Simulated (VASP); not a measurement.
# Se (R-3) in VASP: a series of runs

Se is run at these levels: BLYP; tasks: single point.

Program: VASP 6.6.1. These are calculated values, not measurements. Logs are shortened: lines on timing, memory, paths and dates and some standing lists are left out, and cuts for length are marked.

**1. The cell of the first run**

The structure is trigonal, space group R-3 (No. 148). Conventional cell: a = 11.783 Å, b = 11.783 Å, c = 7.037 Å, α = 90.00°, β = 90.00°, γ = 120.00°. Within 3.2 Å of Se (site symmetry 1) lie 2 Se at 2.41 Å.

**2. Single point, BLYP**

Input file INCAR:

```
  PREC = Accurate
  ENCUT = 520
  EDIFF = 1E-6
  ISMEAR = -1
  SIGMA = 0.05
  LREAL = False
  LASPH = True
  NELM = 100
  ALGO = Normal
  ISIF = 2
  LWAVE = False
  LCHARG = False
  GGA = B5
  ALDAX = 1.0
  AGGAX = 1.0
  AGGAC = 1.0
  ALDAC = 0.0
  NBANDS = 27
```

Input file KPOINTS:

```
Automatic mesh
0
Gamma
  4 4 4
```

Input file POSCAR:

```
Se
1.0
    5.8916318346      3.4015352257      2.3455117098
   -5.8916318346      3.4015352257      2.3455117098
    0.0000000000     -6.8030704514      2.3455117097
Se
6
Direct
    0.2392641834      0.1096857851      0.8762468153
    0.8762468153      0.2392641834      0.1096857851
    0.1096857851      0.8762468153      0.2392641834
    0.7607358166      0.8903142149      0.1237531847
    0.1237531847      0.7607358166      0.8903142149
    0.8903142149      0.1237531847      0.7607358166
```

Potentials or basis: VASP PAW PBE potentials, release 64 (Se).

The run is started by

```bash
$ cat potpaw_PBE.64/Se/POTCAR > POTCAR
$ mpirun -np 1 vasp_std > vasp.out
```

OUTCAR:

```text
PREC = Accurate
   ENCUT = 520
   EDIFF = 1E-6
   ISMEAR = -1
   LREAL = False
   LASPH = True
   NELM = 100
   ISIF = 2
   GGA = B5

 ion  position               nearest neighbor table
   1  0.239  0.110  0.876-   6 2.41   5 2.41
   2  0.876  0.239  0.110-   6 2.41   4 2.41
   3  0.110  0.876  0.239-   4 2.41   5 2.41
   4  0.761  0.890  0.124-   3 2.41   2 2.41
   5  0.124  0.761  0.890-   3 2.41   1 2.41
   6  0.890  0.124  0.761-   1 2.41   2 2.41

  LATTYP: Found a trigonal (rhomboedric) cell.
 ALAT       =     7.1960539705
 COS(alpha) =    -0.3406406146

  Lattice vectors:

 A1 = (   5.8916318346,   3.4015352257,   2.3455117098)
 A2 = (  -5.8916318346,   3.4015352257,   2.3455117098)
 A3 = (   0.0000000000,  -6.8030704514,   2.3455117097)

Analysis of symmetry for initial positions (statically):
=====================================================================
 Subroutine PRICEL returns:
 Original cell was already a primitive cell.

 Routine SETGRP: Setting up the symmetry group for a
 trigonal (rhombohedral) supercell.

 Subroutine GETGRP returns: Found  6 space group operations
 (whereof  6 operations were pure point group operations)
 out of a pool of 12 trial point group operations.

The static configuration has the point symmetry S_6 .

Analysis of symmetry for dynamics (positions and initial velocities):
=====================================================================
 Subroutine PRICEL returns:
 Original cell was already a primitive cell.

 Routine SETGRP: Setting up the symmetry group for a
 trigonal (rhombohedral) supercell.

 Subroutine GETGRP returns: Found  6 space group operations
 (whereof  6 operations were pure point group operations)
 out of a pool of 12 trial point group operations.

The dynamic configuration has the point symmetry S_6 .

 Subroutine INISYM returns: Found  6 space group operations
 (whereof  6 operations are pure point group operations),
 and found     1 'primitive' translations

----------------------------------------------------------------------------------------

                                     Primitive cell

  volume of cell :     282.0327

  direct lattice vectors                    reciprocal lattice vectors
     5.891631835  3.401535226  2.345511710     0.084866131  0.048997484  0.142115399
    -5.891631835  3.401535226  2.345511710    -0.084866131  0.048997484  0.142115399
     0.000000000 -6.803070451  2.345511710     0.000000000 -0.097994967  0.142115399

  length of vectors
     7.196053971  7.196053971  7.196053971     0.172626187  0.172626187  0.172626187

  position of ions in fractional coordinates (direct lattice)
     0.239264183  0.109685785  0.876246815
     0.876246815  0.239264183  0.109685785
     0.109685785  0.876246815  0.239264183
     0.760735817  0.890314215  0.123753185
     0.123753185  0.760735817  0.890314215
     0.890314215  0.123753185  0.760735817

  ion indices of the primitive-cell ions
   primitive index   ion index
                 1           1
                 2           2
                 3           3
                 4           4
                 5           5
                 6           6

----------------------------------------------------------------------------------------

 KPOINTS: Automatic mesh

Automatic generation of k-mesh.
 Grid dimensions read from file:
 generate k-points for:    4    4    4

 Generating k-lattice:

  Cartesian coordinates                     Fractional coordinates (reciprocal lattice)
     0.021216533  0.012249371  0.035528850     0.250000000  0.000000000 -0.000000000
    -0.021216533  0.012249371  0.035528850     0.000000000  0.250000000 -0.000000000
     0.000000000 -0.024498742  0.035528850     0.000000000  0.000000000  0.250000000

  Length of vectors
     0.043156547  0.043156547  0.043156547

  Shift w.r.t. Gamma in fractional coordinates (k-lattice)
     0.000000000  0.000000000  0.000000000

 Subroutine IBZKPT returns following result:
 ===========================================

 Found     14 irreducible k-points:

 Following reciprocal coordinates:
            Coordinates               Weight
  0.000000  0.000000  0.000000      1.000000
  0.250000  0.000000  0.000000      6.000000
  0.500000  0.000000  0.000000      3.000000
  0.250000  0.250000  0.000000      6.000000
  0.500000  0.250000  0.000000      6.000000
  0.500000 -0.000000 -0.250000      6.000000
 -0.250000  0.250000  0.000000      6.000000
  0.500000  0.500000  0.000000      3.000000
  0.250000  0.250000  0.250000      2.000000
  0.500000  0.250000  0.250000      6.000000
 -0.250000  0.250000  0.250000      6.000000
  0.500000  0.500000  0.250000      6.000000
 -0.250000  0.500000  0.250000      6.000000
  0.500000  0.500000  0.500000      1.000000
   k-points           NKPTS =     14   k-points in BZ     NKDIM =     14   number of bands    NBANDS=     27
   number of dos      NEDOS =    301   number of ions     NIONS =      6
   total plane-waves  NPLWV = 157464
   dimension x,y,z NGX =    54 NGY =   54 NGZ =   54
   dimension x,y,z NGXF=   108 NGYF=  108 NGZF=  108
   ions per type =               6
   NGX,Y,Z   is equivalent  to a cutoff of  12.48, 12.48, 12.48 a.u.
   NGXF,Y,Z  is equivalent  to a cutoff of  24.95, 24.95, 24.95 a.u.
 SYSTEM =  unknown system
   PREC   = accura    normal or accurate (medium, high low for compatibility)
   ISTART =      0    job   : 0-new  1-cont  2-samecut
   ICHARG =      2    charge: 1-file 2-atom 10-const
   ISPIN  =      1    spin polarized calculation?
   LNONCOLLINEAR =      F non collinear calculations
   LSORBIT =      F    spin-orbit coupling
   LASPH  =      T    aspherical Exc in radial PAW
   ENCUT  =  520.0 eV  38.22 Ry    6.18 a.u.  13.38 13.38 13.38*2*pi/ulx,y,z
   NELM   =    100;   NELMIN=  2; NELMDL= -5     # of ELM steps
   EDIFF  = 0.1E-05   stopping-criterion for ELM
   LREAL  =      F    real-space projection
   EDIFFG = 0.1E-04   stopping-criterion for IOM
   NSW    =      0    number of steps for IOM
   IBRION =     -1    ionic relax: 0-MD 1-quasi-New 2-CG
   NFREE  =      0    steps in history (QN), initial steepest desc. (CG)
   ISIF   =      2    stress and relaxation
   ISYM   =      2    0-nonsym 1-usesym 2-fastsym
   POTIM  = 0.5000    time-step for ionic-motion
   TEBEG  =    0.0;   TEEND  =   0.0 temperature during run
   PSTRESS=    0.0 pullay stress
   NELECT =      36.0000    total number of electrons
   NUPDOWN=      -1.0000    fix difference up-down
   EMIN   =  10.00;   EMAX   =-10.00  energy-range for DOS
   EFERMI =   0.00;   METHOD = LEGACY
   ISMEAR =    -1;   SIGMA  =   0.05  broadening in eV -4-tet -1-fermi 0-gaus
   EFERMI_NEDOS =   21; number of points for ismear=-14 and -15
   IALGO  =     38    algorithm
   IMIX   =      4    mixing-type and parameters
     AMIX     =   0.40;   BMIX     =  1.00
     AMIX_MAG =   1.60;   BMIX_MAG =  1.00
  volume/ion in A,a.u.               =      47.01       317.21
  Fermi-wavevector in a.u.,A,eV,Ry     =   0.824282  1.557667  9.244355  0.679441
  Thomas-Fermi vector in A             =   1.935940
   LORBIT       =      0    0 simple, 1 ext, 2 COOP (PROOUT), +10 PAW based schemes
   GGA     = B5    functional components
   LHFCALC =     F    Hartree Fock is set to
   AEXX    =    0.0000 exact exchange contribution
   IVDW    =     0    specifies the selected vdW correction
   LEPSILON=     F    determine dielectric tensor
   LRPA    =     F    only Hartree local field effects (RPA)
 non-spin polarized calculation
  energy-cutoff  :      520.00
  volume of cell :      282.03
 maximum number of plane-waves:      7641
 NGX is ok and might be reduce to    54
   NGX = 27   NGY = 27   NGZ = 27

 number of electron      36.0000002 magnetization

 Free energy of the ion-electron system (eV)
  ---------------------------------------------------
  ext. energy  EPLUGINS =         0.00000000
  ---------------------------------------------------
  free energy    TOTEN  =       -18.17352538 eV

  energy without entropy =      -18.17352535  energy(sigma->0) =      -18.17352536

 E-fermi :  -0.1019     XC(G=0):  -5.9387

 val. band max:       -0.9460236840   @ k =   0.5000   0.0000   0.0000
 cond. band min:       0.7570150984   @ k =   0.5000   0.5000   0.0000
 fundamental gap:      1.7030387824
 Fermi energy:        -0.1018500895

 k-point     1 :       0.0000    0.0000    0.0000
  band No.  band energies     occupation
      1     -15.5990      2.00000
      2     -14.4182      2.00000
      3     -14.4182      2.00000
      4     -12.1459      2.00000
      5     -12.1459      2.00000
      6     -10.7365      2.00000
[... 19 lines left out ...]
     26       5.7925      0.00000
     27       5.7925      0.00000

 k-point     2 :       0.2500    0.0000    0.0000
  band No.  band energies     occupation
      1     -15.5778      2.00000
      2     -14.4600      2.00000
      3     -14.4147      2.00000
      4     -12.1813      2.00000
      5     -12.1140      2.00000
      6     -10.7069      2.00000
[... 19 lines left out ...]
     26       5.6674      0.00000
     27       5.9086      0.00000

 k-point     3 :       0.5000    0.0000    0.0000
  band No.  band energies     occupation
      1     -15.5552      2.00000
      2     -14.5025      2.00000
      3     -14.4110      2.00000
      4     -12.2152      2.00000
      5     -12.0826      2.00000
      6     -10.6790      2.00000
[... 19 lines left out ...]
     26       5.2224      0.00000
     27       6.0805      0.00000

 k-point     4 :       0.2500    0.2500    0.0000
  band No.  band energies     occupation
      1     -15.5555      2.00000
      2     -14.4807      2.00000
      3     -14.4338      2.00000
      4     -12.1816      2.00000
      5     -12.1161      2.00000
      6     -10.6778      2.00000
[... 19 lines left out ...]
     26       5.7722      0.00000
     27       5.9182      0.00000

 k-point     5 :       0.5000    0.2500    0.0000
  band No.  band energies     occupation
      1     -15.5363      2.00000
      2     -14.5142      2.00000
      3     -14.4324      2.00000
      4     -12.2155      2.00000
      5     -12.0956      2.00000
      6     -10.6394      2.00000
[... 19 lines left out ...]
     26       5.3411      0.00000
     27       6.0016      0.00000

 k-point     6 :       0.5000   -0.0000   -0.2500
  band No.  band energies     occupation
      1     -15.5363      2.00000
      2     -14.5155      2.00000
      3     -14.4310      2.00000
      4     -12.2109      2.00000
      5     -12.1008      2.00000
      6     -10.6388      2.00000
[... 144 lines left out ...]
      1     -15.5403      2.00000
      2     -14.4710      2.00000
      3     -14.4678      2.00000
      4     -12.1674      2.00000
      5     -12.1569      2.00000
      6     -10.6276      2.00000
[... 19 lines left out ...]
     26       5.5467      0.00000
     27       6.0333      0.00000

 k-point    12 :       0.5000    0.5000    0.2500
  band No.  band energies     occupation
      1     -15.4987      2.00000
      2     -14.5289      2.00000
      3     -14.4779      2.00000
      4     -12.2070      2.00000
      5     -12.1410      2.00000
      6     -10.5536      2.00000
[... 19 lines left out ...]
     26       5.9548      0.00000
     27       6.1953      0.00000

 k-point    13 :      -0.2500    0.5000    0.2500
  band No.  band energies     occupation
      1     -15.5195      2.00000
      2     -14.5098      2.00000
      3     -14.4622      2.00000
      4     -12.2004      2.00000
      5     -12.1372      2.00000
      6     -10.5906      2.00000
[... 19 lines left out ...]
     26       5.7582      0.00000
     27       6.1502      0.00000

 k-point    14 :       0.5000    0.5000    0.5000
  band No.  band energies     occupation
      1     -15.4801      2.00000
      2     -14.5170      2.00000
      3     -14.5170      2.00000
      4     -12.1856      2.00000
      5     -12.1856      2.00000
      6     -10.5081      2.00000
[... 19 lines left out ...]
     26       6.4908      0.00000
     27       6.5721      0.00000

------------------------ aborting loop because EDIFF is reached ----------------------------------------

  FORCE on cell =-STRESS in cart. coord.  units (eV):
  Direction    XX          YY          ZZ          XY          YZ          ZX
  --------------------------------------------------------------------------------------
  -------------------------------------------------------------------------------------
  Total        0.2567543      0.2567543      0.1626144     -0.0000001      0.0000000     -0.0000000
  in kB        1.4585757      1.4585757      0.9237831     -0.0000006      0.0000000     -0.0000000
  external PRESSURE =       1.2803115 kB  Pullay stress =       0.0000000 kB

 VOLUME and BASIS-vectors are now :
 -----------------------------------------------------------------------------
  energy-cutoff  :      520.00
  volume of cell :      282.03
      direct lattice vectors                 reciprocal lattice vectors
     5.891631835  3.401535226  2.345511710     0.084866131  0.048997484  0.142115399
    -5.891631835  3.401535226  2.345511710    -0.084866131  0.048997484  0.142115399
     0.000000000 -6.803070451  2.345511710     0.000000000 -0.097994967  0.142115399

 POSITION                                       TOTAL-FORCE (eV/Angst)
 -----------------------------------------------------------------------------------
      0.76343     -4.77420      2.87371         0.012554      0.035379      0.037704
      3.75287      3.04825      2.87371        -0.036916     -0.006817      0.037704
     -4.51630      1.72595      2.87371         0.024362     -0.028562      0.037704
     -0.76343      4.77420      4.16282        -0.012554     -0.035379     -0.037704
     -3.75287     -3.04825      4.16282         0.036916      0.006817     -0.037704
      4.51630     -1.72595      4.16282        -0.024362      0.028562     -0.037704
 -----------------------------------------------------------------------------------
    total drift:                                0.000000      0.000000      0.000000

  FREE ENERGIE OF THE ION-ELECTRON SYSTEM (eV)
  ---------------------------------------------------
  free  energy   TOTEN  =       -18.1735253787 eV

  energy  without entropy=      -18.1735253481  energy(sigma->0) =      -18.17352536
```

Run time: 5 min. Hardware: 1 thread of Intel Xeon 8259CL, shared host; peak memory 0.4 GiB.

What came out:

| Property | Result |
| --- | --- |
| Free energy | -18.1735 eV |
| Pressure | 0.1 GPa |
| Largest force | 0.053 eV/Å |
| Band gap on the k mesh | 1.70 eV (least direct gap 1.82 eV) |

Forces on the atoms (eV/Å):
```
Se   0.013  0.035  0.038
Se  -0.037 -0.007  0.038
Se   0.024 -0.029  0.038
Se  -0.013 -0.035 -0.038
Se   0.037  0.007 -0.038
Se  -0.024  0.029 -0.038
```

Caveat: this functional lacks dispersion, which holds the molecules together, so the pressure and a relaxed volume are unreliable; the PAW data sets were made with another functional, which shifts forces and pressure a little; this functional lacks dispersion, which binds layers or chains, so the pressure and a relaxed spacing across them are unreliable.

**3. Single point, BLYP**

Input file INCAR:

```
PREC     = Accurate       # precision mode
ENCUT    = 520            # plane-wave cutoff, eV
EDIFF    = 1E-6           # SCF threshold, eV
ISMEAR   = -1             # smearing method
SIGMA    = 0.05           # smearing width, eV
LREAL    = False          # projectors in reciprocal space
LASPH    = True           # aspherical terms in the spheres
NELM     = 80             # most SCF steps
ALGO     = Normal         # electronic algorithm
ISIF     = 2              # what is computed and relaxed
LWAVE    = False          # write WAVECAR
LCHARG   = True           # write CHGCAR
GGA      = B5             # functional
ALDAX    = 1.0          
AGGAX    = 1.0          
AGGAC    = 1.0          
ALDAC    = 0.0          
LELF     = True           # ELF
LVHAR    = True         
NBANDS   = 27             # bands
```

Input file KPOINTS:

```
regular mesh
0
Gamma
  5 5 5
```

POSCAR is that of step 2.

Potentials or basis: VASP PAW PBE potentials, release 64 (Se).

The run is started by

```bash
$ cat potpaw_PBE.64/Se/POTCAR > POTCAR
$ mpirun -np 1 vasp_std > vasp.out
```

Run time: 6.3 min. Hardware: 1 thread of Intel Xeon 8259CL, shared host; peak memory 0.46 GiB.

Results (log left out):

```
Free energy            : -18.1735 eV
Pressure               : 0.1 GPa
Largest force          : 0.053 eV/Å
Band gap on the k mesh : 1.70 eV (least direct gap 1.83 eV)
```

Forces on the atoms (eV/Å):
```
Se   0.012  0.035  0.038
Se  -0.037 -0.007  0.038
Se   0.024 -0.029  0.038
Se  -0.012 -0.035 -0.038
Se   0.037  0.007 -0.038
Se  -0.024  0.029 -0.038
```

Levels at points of the mesh, in eV from the valence-band top:
| k point | band 16 | band 17 | band 18 | band 19 | band 20 | band 21 |
| --- | --- | --- | --- | --- | --- | --- |
| (0.00, 0.00, 0.00) | -0.45 | -0.45 | -0.07 | 1.98 | 1.98 | 2.48 |

Caveat: this functional lacks dispersion, which holds the molecules together, so the pressure and a relaxed volume are unreliable; the PAW data sets were made with another functional, which shifts forces and pressure a little; this functional lacks dispersion, which binds layers or chains, so the pressure and a relaxed spacing across them are unreliable.
